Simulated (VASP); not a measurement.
# NaH (R-3m) in VASP: a series of runs

Runs on NaH. Level: PBE. Tasks: single point.

Program: VASP 6.6.1. These are calculated values, not measurements. Logs are shortened: lines on timing, memory, paths and dates and some standing lists are left out, and cuts for length are marked.

## (1) The cell of the first run

It takes space group R-3m (No. 166, trigonal). The conventional cell has a = 2.948 Å, b = 2.948 Å, c = 22.707 Å, α = 90.00°, β = 90.00°, γ = 120.00°. Na (site symmetry -3m) has 6 H at 2.13 Å and 2 Na at 2.70 Å within 2.8 Å. Within 2.8 Å of Na (site symmetry 3m) lie 6 H at 2.02 to 2.21 Å and 4 Na at 2.70 to 2.76 Å. H (site symmetry -3m) has 6 Na at 2.02 Å within 2.7 Å. Within 2.8 Å of H (site symmetry 3m) lie 6 Na at 2.13 to 2.21 Å.

The cell was generated, and may not be a known phase.

## (2) Single point, PBE

INCAR

```
SYSTEM = NaH
  PREC = Accurate
  ENCUT = 520
  EDIFF = 1E-6
  ISMEAR = 0
  SIGMA = 0.1
  LREAL = .False.
  LASPH = .True.
  NELM = 80
  ALGO = Normal
  ISIF = 2
  LWAVE = .False.
  LCHARG = .False.
  GGA = PE
  NBANDS = 21
```

KPOINTS

```
regular mesh
0
Gamma
  6 6 6
  0 0 0
```

POSCAR

```
NaH
1.0
    1.4739514200      0.8509862500      7.5688560800
   -1.4739514200      0.8509862500      7.5688560800
    0.0000000000     -1.7019725000      7.5688560800
Na H
3 3
Direct
    0.5000000000      0.5000000000      0.5000000000
    0.6187099800      0.6187099800      0.6187099800
    0.3812900200      0.3812900200      0.3812900200
    0.0000000000      0.0000000000      0.0000000000
    0.7766360000      0.7766360000      0.7766360000
    0.2233640000      0.2233640000      0.2233640000
```

Potentials or basis: VASP PAW PBE potentials, release 64 (Na_pv, H).

Run with:

```sh
cat potpaw_PBE.64/Na_pv/POTCAR potpaw_PBE.64/H/POTCAR > POTCAR
mpirun -np 1 vasp_std > vasp.out
```

OUTCAR:

```text
SYSTEM = NaH
   PREC = Accurate
   ENCUT = 520
   EDIFF = 1E-6
   ISMEAR = 0
   LREAL = .False.
   LASPH = .True.
   NELM = 80
   ISIF = 2
   GGA = PE

 ion  position               nearest neighbor table
   1  0.500  0.500  0.500-   2 2.70   3 2.70
   2  0.619  0.619  0.619-   1 2.70   3 2.76   3 2.76   3 2.76
   3  0.381  0.381  0.381-   1 2.70   2 2.76   2 2.76   2 2.76
   4  0.000  0.000  0.000-
   5  0.777  0.777  0.777-
   6  0.223  0.223  0.223-

  LATTYP: Found a trigonal (rhomboedric) cell.
 ALAT       =     7.7578536172
 COS(alpha) =     0.9278039936

  Lattice vectors:

 A1 = (   1.4739514200,   0.8509862500,   7.5688560800)
 A2 = (  -1.4739514200,   0.8509862500,   7.5688560800)
 A3 = (   0.0000000000,  -1.7019725000,   7.5688560800)

Analysis of symmetry for initial positions (statically):
=====================================================================
 Subroutine PRICEL returns:
 Original cell was already a primitive cell.

 Routine SETGRP: Setting up the symmetry group for a
 trigonal (rhombohedral) supercell.

 Subroutine GETGRP returns: Found 12 space group operations
 (whereof 12 operations were pure point group operations)
 out of a pool of 12 trial point group operations.

The static configuration has the point symmetry D_3d.

Analysis of symmetry for dynamics (positions and initial velocities):
=====================================================================
 Subroutine PRICEL returns:
 Original cell was already a primitive cell.

 Routine SETGRP: Setting up the symmetry group for a
 trigonal (rhombohedral) supercell.

 Subroutine GETGRP returns: Found 12 space group operations
 (whereof 12 operations were pure point group operations)
 out of a pool of 12 trial point group operations.

The dynamic configuration has the point symmetry D_3d.

 Subroutine INISYM returns: Found 12 space group operations
 (whereof 12 operations are pure point group operations),
 and found     1 'primitive' translations

----------------------------------------------------------------------------------------

                                     Primitive cell

  volume of cell :      56.9623

  direct lattice vectors                    reciprocal lattice vectors
     1.473951420  0.850986250  7.568856080     0.339224206  0.195851186  0.044040120
    -1.473951420  0.850986250  7.568856080    -0.339224206  0.195851186  0.044040120
     0.000000000 -1.701972500  7.568856080     0.000000000 -0.391702373  0.044040120

  length of vectors
     7.757853617  7.757853617  7.757853617     0.394170371  0.394170371  0.394170371

  position of ions in fractional coordinates (direct lattice)
     0.500000000  0.500000000  0.500000000
     0.618709980  0.618709980  0.618709980
     0.381290020  0.381290020  0.381290020
     0.000000000  0.000000000  0.000000000
     0.776636000  0.776636000  0.776636000
     0.223364000  0.223364000  0.223364000

  ion indices of the primitive-cell ions
   primitive index   ion index
                 1           1
                 2           2
                 3           3
                 4           4
                 5           5
                 6           6

----------------------------------------------------------------------------------------

 KPOINTS: regular mesh

Automatic generation of k-mesh.
 Grid dimensions read from file:
 generate k-points for:    6    6    6

 Generating k-lattice:

  Cartesian coordinates                     Fractional coordinates (reciprocal lattice)
     0.056537368  0.032641864  0.007340020     0.166666667  0.000000000  0.000000000
    -0.056537368  0.032641864  0.007340020     0.000000000  0.166666667  0.000000000
     0.000000000 -0.065283729  0.007340020     0.000000000  0.000000000  0.166666667

  Length of vectors
     0.065695062  0.065695062  0.065695062

  Shift w.r.t. Gamma in fractional coordinates (k-lattice)
     0.000000000  0.000000000  0.000000000

 Subroutine IBZKPT returns following result:
 ===========================================

 Found     32 irreducible k-points:

 Following reciprocal coordinates:
            Coordinates               Weight
  0.000000  0.000000  0.000000      1.000000
  0.166667  0.000000  0.000000      6.000000
  0.333333 -0.000000 -0.000000      6.000000
  0.500000  0.000000  0.000000      3.000000
  0.166667  0.166667  0.000000      6.000000
  0.333333  0.166667  0.000000     12.000000
[... 16 lines left out ...]
  0.500000  0.500000  0.166667      6.000000
 -0.333333  0.500000  0.166667     12.000000
 [... further k-points ...]
   k-points           NKPTS =     32   k-points in BZ     NKDIM =     32   number of bands    NBANDS=     21
   number of dos      NEDOS =    301   number of ions     NIONS =      6
   total plane-waves  NPLWV = 216000
   dimension x,y,z NGX =    60 NGY =   60 NGZ =   60
   dimension x,y,z NGXF=   120 NGYF=  120 NGZF=  120
   ions per type =               3   3
   NGX,Y,Z   is equivalent  to a cutoff of  12.86, 12.86, 12.86 a.u.
   NGXF,Y,Z  is equivalent  to a cutoff of  25.72, 25.72, 25.72 a.u.
 SYSTEM =  NaH
   PREC   = accura    normal or accurate (medium, high low for compatibility)
   ISTART =      0    job   : 0-new  1-cont  2-samecut
   ICHARG =      2    charge: 1-file 2-atom 10-const
   ISPIN  =      1    spin polarized calculation?
   LNONCOLLINEAR =      F non collinear calculations
   LSORBIT =      F    spin-orbit coupling
   LASPH  =      T    aspherical Exc in radial PAW
   ENCUT  =  520.0 eV  38.22 Ry    6.18 a.u.  14.42 14.42 14.42*2*pi/ulx,y,z
   NELM   =     80;   NELMIN=  2; NELMDL= -5     # of ELM steps
   EDIFF  = 0.1E-05   stopping-criterion for ELM
   LREAL  =      F    real-space projection
   EDIFFG = 0.1E-04   stopping-criterion for IOM
   NSW    =      0    number of steps for IOM
   IBRION =     -1    ionic relax: 0-MD 1-quasi-New 2-CG
   NFREE  =      0    steps in history (QN), initial steepest desc. (CG)
   ISIF   =      2    stress and relaxation
   ISYM   =      2    0-nonsym 1-usesym 2-fastsym
   POTIM  = 0.5000    time-step for ionic-motion
   TEBEG  =    0.0;   TEEND  =   0.0 temperature during run
   PSTRESS=    0.0 pullay stress
   NELECT =      24.0000    total number of electrons
   NUPDOWN=      -1.0000    fix difference up-down
   EMIN   =  10.00;   EMAX   =-10.00  energy-range for DOS
   EFERMI =   0.00;   METHOD = LEGACY
   ISMEAR =     0;   SIGMA  =   0.10  broadening in eV -4-tet -1-fermi 0-gaus
   EFERMI_NEDOS =   21; number of points for ismear=-14 and -15
   IALGO  =     38    algorithm
   IMIX   =      4    mixing-type and parameters
     AMIX     =   0.40;   BMIX     =  1.00
     AMIX_MAG =   1.60;   BMIX_MAG =  1.00
  volume/ion in A,a.u.               =       9.49        64.07
  Fermi-wavevector in a.u.,A,eV,Ry     =   1.227297  2.319254 20.493868  1.506257
  Thomas-Fermi vector in A             =   2.362265
   LORBIT       =      0    0 simple, 1 ext, 2 COOP (PROOUT), +10 PAW based schemes
   GGA     = PE    functional components
   LHFCALC =     F    Hartree Fock is set to
   AEXX    =    0.0000 exact exchange contribution
   IVDW    =     0    specifies the selected vdW correction
   LEPSILON=     F    determine dielectric tensor
   LRPA    =     F    only Hartree local field effects (RPA)
 non-spin polarized calculation
 Gauss-broadening in eV      SIGMA  =   0.10
  energy-cutoff  :      520.00
  volume of cell :       56.96
 maximum number of plane-waves:      1570
 NGX is ok and might be reduce to    60
   NGX = 29   NGY = 29   NGZ = 29

 number of electron      23.9999996 magnetization

 Free energy of the ion-electron system (eV)
  ---------------------------------------------------
  ext. energy  EPLUGINS =         0.00000000
  ---------------------------------------------------
  free energy    TOTEN  =       -13.64179897 eV

  energy without entropy =      -13.64179897  energy(sigma->0) =      -13.64179897

 E-fermi :   1.0925     XC(G=0):  -9.2085

 val. band max:        0.6556530099   @ k =  -0.1667   0.5000   0.1667
 cond. band min:       4.7373336331   @ k =   0.5000   0.5000   0.5000
 fundamental gap:      4.0816806233
 Fermi energy:         1.0924686973

 k-point     1 :       0.0000    0.0000    0.0000
  band No.  band energies     occupation
      1     -21.7515      2.00000
      2     -21.5000      2.00000
      3     -21.4316      2.00000
      4     -21.4316      2.00000
      5     -21.3893      2.00000
      6     -21.3893      2.00000
[... 13 lines left out ...]
     20      17.8286      0.00000
     21      17.8296      0.00000

 k-point     2 :       0.1667    0.0000    0.0000
  band No.  band energies     occupation
      1     -21.7304      2.00000
      2     -21.5452      2.00000
      3     -21.4631      2.00000
      4     -21.4523      2.00000
      5     -21.4445      2.00000
      6     -21.3984      2.00000
[... 13 lines left out ...]
     20      16.6682      0.00000
     21      16.8773      0.00000

 k-point     3 :       0.3333   -0.0000   -0.0000
  band No.  band energies     occupation
      1     -21.7232      2.00000
      2     -21.6669      2.00000
      3     -21.5392      2.00000
      4     -21.4911      2.00000
      5     -21.4690      2.00000
      6     -21.4193      2.00000
[... 13 lines left out ...]
     20      15.2901      0.00000
     21      15.6507      0.00000
[... 457 lines left out ...]
 k-point    23 :       0.5000    0.5000    0.1667
  band No.  band energies     occupation
      1     -21.7285      2.00000
      2     -21.6707      2.00000
      3     -21.5467      2.00000
      4     -21.4914      2.00000
      5     -21.4452      2.00000
      6     -21.4189      2.00000
[... 13 lines left out ...]
     20      14.7094      0.00000
     21      15.8524      0.00000

 k-point    24 :      -0.3333    0.5000    0.1667
  band No.  band energies     occupation
      1     -21.7326      2.00000
      2     -21.6900      2.00000
      3     -21.5770      2.00000
      4     -21.5238      2.00000
      5     -21.4701      2.00000
      6     -21.4466      2.00000
[... 13 lines left out ...]
     20      14.3361      0.00000
     21      15.7180      0.00000

 [... further k-points ...]
[... 5 lines left out ...]
  --------------------------------------------------------------------------------------
  -------------------------------------------------------------------------------------
  Total        7.2656164      7.2656165      7.0409297      0.0000000      0.0000000      0.0000000
  in kB      204.3599744    204.3599748    198.0402106      0.0000000      0.0000000      0.0000000
  external PRESSURE =     202.2533866 kB  Pullay stress =       0.0000000 kB

 VOLUME and BASIS-vectors are now :
 -----------------------------------------------------------------------------
  energy-cutoff  :      520.00
  volume of cell :       56.96
      direct lattice vectors                 reciprocal lattice vectors
     1.473951420  0.850986250  7.568856080     0.339224206  0.195851186  0.044040120
    -1.473951420  0.850986250  7.568856080    -0.339224206  0.195851186  0.044040120
     0.000000000 -1.701972500  7.568856080     0.000000000 -0.391702373  0.044040120

 POSITION                                       TOTAL-FORCE (eV/Angst)
 -----------------------------------------------------------------------------------
      0.00000      0.00000     11.35328         0.000000      0.000000      0.000000
      0.00000      0.00000     14.04878        -0.000000     -0.000000     -1.276490
      0.00000      0.00000      8.65779        -0.000000     -0.000000      1.276490
      0.00000      0.00000      0.00000        -0.000000     -0.000000      0.000000
      0.00000      0.00000     17.63474        -0.000000     -0.000000     -0.307496
      0.00000      0.00000      5.07183        -0.000000     -0.000000      0.307496
 -----------------------------------------------------------------------------------
    total drift:                                0.000000      0.000000      0.000000

  FREE ENERGIE OF THE ION-ELECTRON SYSTEM (eV)
  ---------------------------------------------------
  free  energy   TOTEN  =       -13.6417989699 eV

  energy  without entropy=      -13.6417989699  energy(sigma->0) =      -13.64179897
```

It took 85 s on 1 thread of Intel Xeon 6975P-C (Granite Rapids), shared host; peak memory 0.44 GiB.

Results:

* Free energy: -13.6418 eV
* Pressure: 20.2 GPa
* Largest force: 1.276 eV/Å
* Band gap on the k mesh: 4.08 eV (least direct gap 4.79 eV)

Forces on the atoms (eV/Å):
```
Na   0.000  0.000  0.000
Na   0.000  0.000 -1.276
Na   0.000  0.000  1.276
H    0.000  0.000  0.000
H    0.000  0.000 -0.307
H    0.000  0.000  0.307
```

Levels at points of the mesh, in eV from the valence-band top:
```tsv
k point	band 10	band 11	band 12	band 13	band 14	band 15
(0.00, 0.00, 0.00)	-5.08	-2.85	-2.53	6.24	6.51	13.94
(0.50, 0.00, 0.00)	-1.56	-0.51	-0.38	4.75	5.33	6.21
(0.50, 0.50, 0.00)	-1.54	-0.64	-0.26	4.54	5.47	6.48
(0.50, 0.50, 0.50)	-4.74	-4.02	-1.37	4.08	10.71	10.94
```

Caveat: the cell stands under pressure; forces of over 1 eV/Å act on the atoms, so gaps and moduli don't describe the material at rest. A k mesh can miss the band edges.

## (3) Single point, PBE

This run uses another cell than the first one, of 14.07 Å³/atom.

INCAR

```
SYSTEM = NaH
PREC = Accurate
ENCUT = 520
EDIFF = 1E-6
ISMEAR = 0
SIGMA = 0.1
LREAL = .FALSE.
LASPH = .TRUE.
NELM = 60
ALGO = Normal
ISIF = 2
LWAVE = .FALSE.
LCHARG = .FALSE.
GGA = PE
NBANDS = 21
```

KPOINTS

```
regular mesh
0
G
  6 6 6
  0 0 0
```

POSCAR

```
NaH
1.0
    1.6778192334      0.9686893860      8.6581362438
   -1.6778192334      0.9686893860      8.6581362438
    0.0000000000     -1.9373787721      8.6581362438
Na H
3 3
Direct
    0.5000000000      0.5000000000      0.5000000000
    0.6130321690      0.6130321690      0.6130321690
    0.3869678310      0.3869678310      0.3869678310
    0.0000000000      0.0000000000      0.0000000000
    0.7767291038      0.7767291038      0.7767291038
    0.2232708962      0.2232708962      0.2232708962
```

Potentials or basis: VASP PAW PBE potentials, release 64 (Na_pv, H).

Run with:

```sh
cat potpaw_PBE.64/Na_pv/POTCAR potpaw_PBE.64/H/POTCAR > POTCAR
mpirun -np 1 vasp_std > vasp.out
```

Wall time 2.5 min (1 thread of Intel Xeon 6975P-C (Granite Rapids), shared host); peak memory 0.65 GiB.

It converged, with:

```
Free energy            : -15.0818 eV
Pressure               : 0.2 GPa
Largest force          : 0.013 eV/Å
Band gap on the k mesh : 3.52 eV (least direct gap 4.22 eV)
```

Forces in eV/Å, atoms in the order of the input:
```
Na   0.000  0.000  0.000
Na   0.000  0.000 -0.013
Na   0.000  0.000  0.013
H    0.000  0.000  0.000
H    0.000  0.000  0.004
H    0.000  0.000 -0.004
```

Levels at points of the mesh, in eV from the valence-band top:
```
           k point  band 9  band 10  band 11  band 12  band 13  band 14  band 15  band 16
(0.00, 0.00, 0.00)  -22.15    -3.60    -2.02    -1.93     5.21     5.25    10.42    11.47
(0.50, 0.00, 0.00)  -22.15    -0.82    -0.34    -0.30     4.16     4.64     5.17     7.99
(0.50, 0.50, 0.00)  -22.16    -0.73    -0.57    -0.16     4.06     4.62     5.47     7.77
(0.50, 0.50, 0.50)  -22.15    -3.25    -3.05    -1.04     3.52     8.42     8.55    11.23
```
